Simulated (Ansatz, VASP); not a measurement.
# Two plane-wave programs on LiCl

```
CELL_PARAMETERS angstrom
0.00000 2.47626 2.47626
2.47626 0.00000 2.47626
2.47626 2.47626 0.00000
ATOMIC_POSITIONS crystal
Li 0.00000 0.00000 0.00000
Cl 0.50000 0.50000 0.50000
```

Alike in both runs: task single point; functional LDA; k mesh 6 × 6 × 6; no spin polarisation.

|  | VASP | Ansatz |
| --- | --- | --- |
| version | VASP 6.6.1 | Ansatz 0.2.0 |
| potentials or method | VASP PAW LDA potentials, release 64 (Li_sv, Cl), cutoff 750 eV | plane waves, PAW |
| occupations | gaussian, width 0.01 eV | fixed |
| valence electrons in the cell | 10 | 10 |

```csv
,VASP,Ansatz,Ansatz less VASP
pressure (GPa),0.2,0.3,+0.07
```

LDA's correlation is that of Perdew and Zunger in VASP and of Perdew and Wang (1992) in Ansatz. Ansatz's warnings: stress scf threshold loose.
